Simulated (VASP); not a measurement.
Write the native input for VASP 6.6.1 that does the following.

```yaml
Task: single point
Functional: PBE
Potentials_or_basis: VASP PAW PBE potentials, release 64 (Mg, W_sv)
Cutoff: 520 eV
k_mesh: 16 × 16 × 10
Occupations: gaussian, width 0.1 eV
Spin: no spin polarisation
Dipole_correction: no
Further_INCAR_settings: ALGO = Fast; EDIFF = 1e-06; NBANDS = 15
```

The structure of MgW lies in POSCAR:

```
MgW
1.0
    1.6798553722     -2.1468782829      0.0000000000
    1.6798553722      2.1468782829      0.0000000000
    0.0000000000      0.0000000000      4.7453273766
Mg W
1 1
Direct
    0.5000000000      0.5000000000      0.0000000000
    0.0000000000      0.0000000000      0.5000000000
```

These files were run (other wordings do the same):

INCAR

```
SYSTEM = MgW
ALGO     = Fast           ! electronic algorithm
EDIFF    = 1E-6           ! SCF threshold, eV
ENCUT    = 520            ! plane-wave cutoff, eV
GGA      = PE             ! functional
ISIF     = 2              ! what is computed and relaxed
ISMEAR   = 0              ! smearing method
LASPH    = .TRUE.         ! aspherical terms in the spheres
LCHARG   = .TRUE.         ! write CHGCAR
LELF     = .TRUE.         ! ELF
LREAL    = .FALSE.        ! projectors in reciprocal space
LVHAR    = .TRUE.       
LWAVE    = .FALSE.        ! write WAVECAR
NBANDS   = 15             ! bands
NELM     = 100            ! most SCF steps
PREC     = Accurate       ! precision mode
SIGMA    = 0.1            ! smearing width, eV
```

KPOINTS

```
k-points
0
G
  16 16 10
  0 0 0
```

Potentials or basis: VASP PAW PBE potentials, release 64 (Mg, W_sv).

The run is started by

```sh
$ cat potpaw_PBE.64/Mg/POTCAR potpaw_PBE.64/W_sv/POTCAR > POTCAR
$ mpirun -np 1 vasp_std > vasp.out
```

Results of the run:

```yaml
Pressure: 0.1 GPa
Band_gap_on_the_k_mesh: zero (bands 8 and 9 overlap by 1.41 eV)
```

Caveat: spin-orbit coupling is left out, which moves the levels of the heavy elements.

Wall time 4.1 min on 1 thread of Intel Xeon 8259CL, on a shared host, peak memory 0.34 GiB.
